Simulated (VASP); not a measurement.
Here is a VASP 6.6.1 calculation.

Contents of INCAR:

```
PREC     = Accurate       # precision mode
ENCUT    = 520            # plane-wave cutoff, eV
EDIFF    = 1E-8           # SCF threshold, eV
ISMEAR   = -1             # smearing method
SIGMA    = 0.08           # smearing width, eV
LREAL    = F              # projectors in reciprocal space
LASPH    = T              # aspherical terms in the spheres
NELM     = 100            # most SCF steps
ALGO     = Normal         # electronic algorithm
ISIF     = 2              # what is computed and relaxed
LWAVE    = F              # write WAVECAR
LCHARG   = F              # write CHGCAR
GGA      = PE             # functional
LEFG     = T            
NBANDS   = 11             # bands
```

KPOINTS

```
Automatic mesh
0
Gamma
  13 13 13
```

The input POSCAR:

```
MgO
1.0
    0.0000000000      2.3511193090      2.3511193090
    2.3511193090      0.0000000000      2.3511193090
    2.3511193090      2.3511193090      0.0000000000
Mg O
1 1
Direct
    0.0000000000      0.0000000000      0.0000000000
    0.2500000000      0.2500000000      0.2500000000
```

Potentials or basis: VASP PAW PBE potentials, release 64 (Mg, O).

Command:

```bash
$ cat potpaw_PBE.64/Mg/POTCAR potpaw_PBE.64/O/POTCAR > POTCAR
$ mpirun -np 1 vasp_std > vasp.out
```

Problem. What does it give for the band gap on the k mesh?

Solution. 3.16 eV.

Problem. Predict the pressure.

Solution. -6.3 GPa.

Caveat: the cell stands under tension; an odd mesh through Γ misses points on the zone boundary, where band edges can lie.
